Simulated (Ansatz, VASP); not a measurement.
Two plane-wave programs on LiNi3Pd

INCAR

```
PREC = Accurate
ENCUT = 600
EDIFF = 1E-6
ISMEAR = 0
SIGMA = 0.1
LREAL = False
LASPH = True
NELM = 100
ALGO = Fast
ISIF = 3
LWAVE = False
LCHARG = False
GGA = PE
IBRION = 2
NSW = 100
EDIFFG = -0.01
```

Contents of KPOINTS:

```
Automatic mesh
0
Gamma
  8 8 8
```

File POSCAR:

```
LiNi3Pd
1.0
    4.5884236508      0.0000000000      0.0000000000
    0.0000000000      4.5884236508      0.0000000000
    0.0000000000      0.0000000000      4.5884236508
Li Ni Pd
1 3 1
Direct
    0.0000000000      0.0000000000      0.0000000000
    0.0000000000      0.5000000000      0.5000000000
    0.5000000000      0.0000000000      0.5000000000
    0.5000000000      0.5000000000      0.0000000000
    0.5000000000      0.5000000000      0.5000000000
```

Input for Ansatz:

```yaml
crystal:
  lattice:
    - [4.5884236508, 0.0, 0.0]
    - [0.0, 4.5884236508, 0.0]
    - [0.0, 0.0, 4.5884236508]
  atoms:
    - { symbol: Li, position: [0.0, 0.0, 0.0] }
    - { symbol: Ni, position: [0.0, 0.5, 0.5] }
    - { symbol: Ni, position: [0.5, 0.0, 0.5] }
    - { symbol: Ni, position: [0.5, 0.5, 0.0] }
    - { symbol: Pd, position: [0.5, 0.5, 0.5] }
basis:
  ecutwfc: 420
kpoints:
  mp_grid: { grid: [8, 8, 8] }
hamiltonian:
  xc: pbe
scf:
  occupations: { method: gaussian, width: 0.1 }
output:
  forces: true
  stress: true
  eigenvalues: true
relax:
  adjacent_minimum: "off"
  f_tol: 0.01
  max_steps: 80
  cell: { stress_tol: 0.05 }
```

Alike in both runs: task relaxation of cell and atoms; functional PBE; k mesh 8 × 8 × 8; occupations gaussian, width 0.1 eV; no spin polarisation.

```csv
,VASP,Ansatz
version,VASP 6.6.1,Ansatz 0.2.0
potentials or method,"VASP PAW PBE potentials, release 64 (Li_sv, Ni, Pd), cutoff 600 eV","scalar-relativistic, plane waves, PAW"
valence electrons in the cell,43,75
```

|  | VASP | Ansatz | Ansatz less VASP |
| --- | --- | --- | --- |
| gap on the k mesh at the Fermi level, each at its own relaxed structure (eV) | none | none | - |
| relaxed volume (Å³/atom) | 19.32 | 19.38 | +0.060 |
| relaxed length of the cell vector where the two differ most in proportion (Å) | 4.588 | 4.593 | +0.0047 |

A gap of «none» marks a metal or a gap that the smearing closes. VASP's potentials hold 43 valence electrons a cell and Ansatz's 75, so a difference there can come from the potentials and not from the codes.

Noted on VASP's run: the cutoff is under 1.25 times that of the potentials, so the pressure is a little rough; the relaxation stopped at its first step, so nothing moved.
